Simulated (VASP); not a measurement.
# CdO (Fm-3m) in VASP: notebook

The runs below take CdO through single point, relaxation of cell and atoms, with LDA.

All numbers are computed with VASP 6.6.1; they aren't measurements. Logs are shortened: lines on timing, memory, paths and dates and some standing lists are left out, and cuts for length are marked.

## Step 1: The cell of the first run

Symmetry: Fm-3m, No. 225, cubic system. Conventional cell: a = 4.722 Å, b = 4.722 Å, c = 4.722 Å, α = 90.00°, β = 90.00°, γ = 90.00°. Within 3.1 Å of Cd (site symmetry m-3m) lie 6 O at 2.36 Å. O (site symmetry m-3m) has 6 Cd at 2.36 Å within 3.1 Å.

## Step 2: Single point, LDA

The input, INCAR:

```
PREC = Accurate
ENCUT = 600
EDIFF = 1E-6
ISMEAR = 0
SIGMA = 0.1
LREAL = F
LASPH = T
NELM = 120
ALGO = Normal
ISIF = 2
LWAVE = F
LCHARG = F
NBANDS = 16
GGA_COMPAT = F
```

The input, KPOINTS:

```
Automatic mesh
0
Gamma
  6 6 6
```

The input, POSCAR:

```
CdO
1.0
    0.0000000000      2.3609927700      2.3609927700
    2.3609927700      0.0000000000      2.3609927700
    2.3609927700      2.3609927700      0.0000000000
Cd O
1 1
Direct
    0.0000000000      0.0000000000      0.0000000000
    0.5000000000      0.5000000000      0.5000000000
```

Potentials or basis: VASP PAW LDA potentials, release 64 (Cd, O).

On the command line:

```console
$ cat potpaw_LDA.64/Cd/POTCAR potpaw_LDA.64/O/POTCAR > POTCAR
$ mpirun -np 1 vasp_std > vasp.out
```

OUTCAR:

```text
PREC = Accurate
   ENCUT = 600
   EDIFF = 1E-6
   ISMEAR = 0
   LREAL = F
   LASPH = T
   NELM = 120
   ISIF = 2

 ion  position               nearest neighbor table
   1  0.000  0.000  0.000-   2 2.36   2 2.36   2 2.36   2 2.36   2 2.36   2 2.36
   2  0.500  0.500  0.500-   1 2.36   1 2.36   1 2.36   1 2.36   1 2.36   1 2.36

  LATTYP: Found a face centered cubic cell.
 ALAT       =     4.7219855400

  Lattice vectors:

 A1 = (   0.0000000000,   2.3609927700,   2.3609927700)
 A2 = (   2.3609927700,   0.0000000000,   2.3609927700)
 A3 = (   2.3609927700,   2.3609927700,   0.0000000000)

Analysis of symmetry for initial positions (statically):
=====================================================================
 Subroutine PRICEL returns:
 Original cell was already a primitive cell.

 Routine SETGRP: Setting up the symmetry group for a
 face centered cubic supercell.

 Subroutine GETGRP returns: Found 48 space group operations
 (whereof 48 operations were pure point group operations)
 out of a pool of 48 trial point group operations.

The static configuration has the point symmetry O_h .

Analysis of symmetry for dynamics (positions and initial velocities):
=====================================================================
 Subroutine PRICEL returns:
 Original cell was already a primitive cell.

 Routine SETGRP: Setting up the symmetry group for a
 face centered cubic supercell.

 Subroutine GETGRP returns: Found 48 space group operations
 (whereof 48 operations were pure point group operations)
 out of a pool of 48 trial point group operations.

The dynamic configuration has the point symmetry O_h .

 Subroutine INISYM returns: Found 48 space group operations
 (whereof 48 operations are pure point group operations),
 and found     1 'primitive' translations

----------------------------------------------------------------------------------------

                                     Primitive cell

  volume of cell :      26.3217

  direct lattice vectors                    reciprocal lattice vectors
     0.000000000  2.360992770  2.360992770    -0.211775320  0.211775320  0.211775320
     2.360992770  0.000000000  2.360992770     0.211775320 -0.211775320  0.211775320
     2.360992770  2.360992770  0.000000000     0.211775320  0.211775320 -0.211775320

  length of vectors
     3.338947996  3.338947996  3.338947996     0.366805614  0.366805614  0.366805614

  position of ions in fractional coordinates (direct lattice)
     0.000000000  0.000000000  0.000000000
     0.500000000  0.500000000  0.500000000

  ion indices of the primitive-cell ions
   primitive index   ion index
                 1           1
                 2           2

----------------------------------------------------------------------------------------

 KPOINTS: Automatic mesh

Automatic generation of k-mesh.
 Grid dimensions read from file:
 generate k-points for:    6    6    6

 Generating k-lattice:

  Cartesian coordinates                     Fractional coordinates (reciprocal lattice)
    -0.035295887  0.035295887  0.035295887     0.166666667  0.000000000  0.000000000
     0.035295887 -0.035295887  0.035295887     0.000000000  0.166666667  0.000000000
     0.035295887  0.035295887 -0.035295887     0.000000000  0.000000000  0.166666667

  Length of vectors
     0.061134269  0.061134269  0.061134269

  Shift w.r.t. Gamma in fractional coordinates (k-lattice)
     0.000000000  0.000000000  0.000000000

 Subroutine IBZKPT returns following result:
 ===========================================

 Found     16 irreducible k-points:

 Following reciprocal coordinates:
            Coordinates               Weight
  0.000000  0.000000  0.000000      1.000000
  0.166667  0.000000  0.000000      8.000000
  0.333333  0.000000  0.000000      8.000000
  0.500000  0.000000  0.000000      4.000000
  0.166667  0.166667  0.000000      6.000000
  0.333333  0.166667  0.000000     24.000000
[... 8 lines left out ...]
 -0.333333  0.333333  0.166667     24.000000
 -0.333333  0.500000  0.166667     12.000000
   k-points           NKPTS =     16   k-points in BZ     NKDIM =     16   number of bands    NBANDS=     16
   number of dos      NEDOS =    301   number of ions     NIONS =      2
   total plane-waves  NPLWV =  21952
   dimension x,y,z NGX =    28 NGY =   28 NGZ =   28
   dimension x,y,z NGXF=    56 NGYF=   56 NGZF=   56
   ions per type =               1   1
   NGX,Y,Z   is equivalent  to a cutoff of  13.94, 13.94, 13.94 a.u.
   NGXF,Y,Z  is equivalent  to a cutoff of  27.88, 27.88, 27.88 a.u.
 SYSTEM =  unknown system
   PREC   = accura    normal or accurate (medium, high low for compatibility)
   ISTART =      0    job   : 0-new  1-cont  2-samecut
   ICHARG =      2    charge: 1-file 2-atom 10-const
   ISPIN  =      1    spin polarized calculation?
   LNONCOLLINEAR =      F non collinear calculations
   LSORBIT =      F    spin-orbit coupling
   LASPH  =      T    aspherical Exc in radial PAW
   ENCUT  =  600.0 eV  44.10 Ry    6.64 a.u.   6.67  6.67  6.67*2*pi/ulx,y,z
   NELM   =    120;   NELMIN=  2; NELMDL= -5     # of ELM steps
   EDIFF  = 0.1E-05   stopping-criterion for ELM
   LREAL  =      F    real-space projection
   EDIFFG = 0.1E-04   stopping-criterion for IOM
   NSW    =      0    number of steps for IOM
   IBRION =     -1    ionic relax: 0-MD 1-quasi-New 2-CG
   NFREE  =      0    steps in history (QN), initial steepest desc. (CG)
   ISIF   =      2    stress and relaxation
   ISYM   =      2    0-nonsym 1-usesym 2-fastsym
   POTIM  = 0.5000    time-step for ionic-motion
   TEBEG  =    0.0;   TEEND  =   0.0 temperature during run
   PSTRESS=    0.0 pullay stress
   NELECT =      18.0000    total number of electrons
   NUPDOWN=      -1.0000    fix difference up-down
   EMIN   =  10.00;   EMAX   =-10.00  energy-range for DOS
   EFERMI =   0.00;   METHOD = LEGACY
   ISMEAR =     0;   SIGMA  =   0.10  broadening in eV -4-tet -1-fermi 0-gaus
   EFERMI_NEDOS =   21; number of points for ismear=-14 and -15
   IALGO  =     38    algorithm
   IMIX   =      4    mixing-type and parameters
     AMIX     =   0.40;   BMIX     =  1.00
     AMIX_MAG =   1.60;   BMIX_MAG =  1.00
  volume/ion in A,a.u.               =      13.16        88.81
  Fermi-wavevector in a.u.,A,eV,Ry     =   1.442318  2.725586 28.303942  2.080281
  Thomas-Fermi vector in A             =   2.560852
   LORBIT       =      0    0 simple, 1 ext, 2 COOP (PROOUT), +10 PAW based schemes
   GGA     = CA    functional components
   LHFCALC =     F    Hartree Fock is set to
   AEXX    =    0.0000 exact exchange contribution
   IVDW    =     0    specifies the selected vdW correction
   LEPSILON=     F    determine dielectric tensor
   LRPA    =     F    only Hartree local field effects (RPA)
 non-spin polarized calculation
 Gauss-broadening in eV      SIGMA  =   0.10
  energy-cutoff  :      600.00
  volume of cell :       26.32
 maximum number of plane-waves:       899
 NGX is ok and might be reduce to    28
   NGX = 13   NGY = 13   NGZ = 13

 number of electron      17.9999999 magnetization

 Free energy of the ion-electron system (eV)
  ---------------------------------------------------
  ext. energy  EPLUGINS =         0.00000000
  ---------------------------------------------------
  free energy    TOTEN  =        -9.32139966 eV

  energy without entropy =       -9.32013532  energy(sigma->0) =       -9.32076749

 E-fermi :   1.7285     XC(G=0): -12.1164

 val. band max:        1.6386337036   @ k =   0.5000   0.0000   0.0000
 cond. band min:       3.0573105723   @ k =   0.1667   0.0000   0.0000
 fundamental gap:      1.4186768688
 Fermi energy:         1.7284510851

 k-point     1 :       0.0000    0.0000    0.0000
  band No.  band energies     occupation
      1     -15.3736      2.00000
      2      -5.0065      2.00000
      3      -5.0065      2.00000
      4      -5.0065      2.00000
      5      -4.7142      2.00000
      6      -4.7142      2.00000
[... 8 lines left out ...]
     15      19.3165      0.00000
     16      19.3165      0.00000

 k-point     2 :       0.1667    0.0000    0.0000
  band No.  band energies     occupation
      1     -15.1847      2.00000
      2      -5.1338      2.00000
      3      -5.0431      2.00000
      4      -5.0431      2.00000
      5      -4.7977      2.00000
      6      -4.7977      2.00000
[... 8 lines left out ...]
     15      20.1457      0.00000
     16      20.1457      0.00000

 k-point     3 :       0.3333    0.0000    0.0000
  band No.  band energies     occupation
      1     -14.7745      2.00000
      2      -5.6200      2.00000
      3      -5.4195      2.00000
      4      -5.4195      2.00000
      5      -4.5838      2.00000
      6      -4.5838      2.00000
[... 8 lines left out ...]
     15      21.7348      0.00000
     16      21.7348      0.00000

 k-point     4 :       0.5000    0.0000    0.0000
  band No.  band energies     occupation
      1     -14.5491      2.00000
      2      -5.9723      2.00000
      3      -5.5990      2.00000
      4      -5.5990      2.00000
      5      -4.4562      2.00000
      6      -4.4562      2.00000
[... 8 lines left out ...]
     15      22.5901      0.00000
     16      23.2974      0.00000
[... 172 lines left out ...]
 k-point    14 :       0.5000    0.3333    0.1667
  band No.  band energies     occupation
      1     -14.6755      2.00000
      2      -5.3665      2.00000
      3      -5.2778      2.00000
      4      -5.1944      2.00000
      5      -4.5502      2.00000
      6      -4.3641      2.00000
[... 8 lines left out ...]
     15      22.4351      0.00000
     16      25.1230      0.00000

 k-point    15 :      -0.3333    0.3333    0.1667
  band No.  band energies     occupation
      1     -14.5862      2.00000
      2      -5.4410      2.00000
      3      -5.1961      2.00000
      4      -5.1641      2.00000
      5      -4.4136      2.00000
      6      -4.3540      2.00000
[... 8 lines left out ...]
     15      20.4648      0.00000
     16      26.0660      0.00000

 k-point    16 :      -0.3333    0.5000    0.1667
  band No.  band energies     occupation
      1     -14.6259      2.00000
      2      -5.3307      2.00000
      3      -5.0196      2.00000
      4      -4.8456      2.00000
      5      -4.3157      2.00000
      6      -4.1005      2.00000
[... 8 lines left out ...]
     15      22.5842      0.00000
     16      25.7485      0.00000

------------------------ aborting loop because EDIFF is reached ----------------------------------------

  FORCE on cell =-STRESS in cart. coord.  units (eV):
  Direction    XX          YY          ZZ          XY          YZ          ZX
  --------------------------------------------------------------------------------------
  -------------------------------------------------------------------------------------
  Total       -1.0738021     -1.0738021     -1.0738021      0.0000000      0.0000000      0.0000000
  in kB      -65.3613298    -65.3613298    -65.3613298      0.0000000      0.0000000      0.0000000
  external PRESSURE =     -65.3613298 kB  Pullay stress =       0.0000000 kB

 VOLUME and BASIS-vectors are now :
 -----------------------------------------------------------------------------
  energy-cutoff  :      600.00
  volume of cell :       26.32
      direct lattice vectors                 reciprocal lattice vectors
     0.000000000  2.360992770  2.360992770    -0.211775320  0.211775320  0.211775320
     2.360992770  0.000000000  2.360992770     0.211775320 -0.211775320  0.211775320
     2.360992770  2.360992770  0.000000000     0.211775320  0.211775320 -0.211775320

 POSITION                                       TOTAL-FORCE (eV/Angst)
 -----------------------------------------------------------------------------------
      0.00000      0.00000      0.00000         0.000000      0.000000     -0.000000
      2.36099      2.36099      2.36099        -0.000000     -0.000000      0.000000
 -----------------------------------------------------------------------------------
    total drift:                                0.000000      0.000000      0.000000

  FREE ENERGIE OF THE ION-ELECTRON SYSTEM (eV)
  ---------------------------------------------------
  free  energy   TOTEN  =        -9.3213996626 eV

  energy  without entropy=       -9.3201353209  energy(sigma->0) =       -9.32076749
```

Run time: 4.9 s. Hardware: 1 thread of AMD EPYC 9R45 (Zen 5), shared host; peak memory 0.11 GiB.

Results:

* Free energy: -9.3214 eV
* Pressure: -6.5 GPa
* Band gap on the k mesh: zero (bands 9 and 10 overlap by 0.54 eV)

Caveat: the k points lie up to 0.38 Å⁻¹ apart, too coarse for converged energies and pressures of a metal; semilocal functionals underestimate gaps, so a narrow gap can read as zero.

[end of part 1 of 2]
